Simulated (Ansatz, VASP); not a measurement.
Two plane-wave programs on In3Se

```
In Se
1.0
     4.82872    0.00000    0.00000
     0.00000    4.58785    0.00000
     0.00000    0.00000    4.58785
In Se
3 1
Direct
  0.00000 0.50000 0.50000
  0.50000 0.00000 0.50000
  0.50000 0.50000 0.00000
  0.00000 0.00000 0.00000
```

Change from the starting cell: strain +0.0525 x Voigt [1, 0, 0, 0, 0, 0], atoms carried along.

Alike in both runs: task single point; functional PBEsol; dispersion D3(BJ); k mesh 10 × 10 × 10; occupations gaussian, width 0.15 eV; no spin polarisation.

|  | VASP | Ansatz |
| --- | --- | --- |
| version | VASP 6.6.1 | Ansatz 0.2.0 |
| potentials or method | VASP PAW PBE potentials, release 64 (In_d, Se), cutoff 520 eV | scalar-relativistic, plane waves, PAW |
| valence electrons in the cell | 45 | 55 |

```csv
,VASP,Ansatz,Ansatz less VASP
gap on the k mesh at the Fermi level (eV),none,none,-
pressure (GPa),-2.3,-2.3,+0.02
"traceless stress, the component that is largest in VASP (GPa)",-0.25,-0.25,+0.002
```

VASP's potentials were made for PBE, not for PBEsol. A gap of «none» marks a metal or a gap that the smearing closes. VASP's potentials hold 45 valence electrons a cell and Ansatz's 55, so a difference there can come from the potentials and not from the codes.
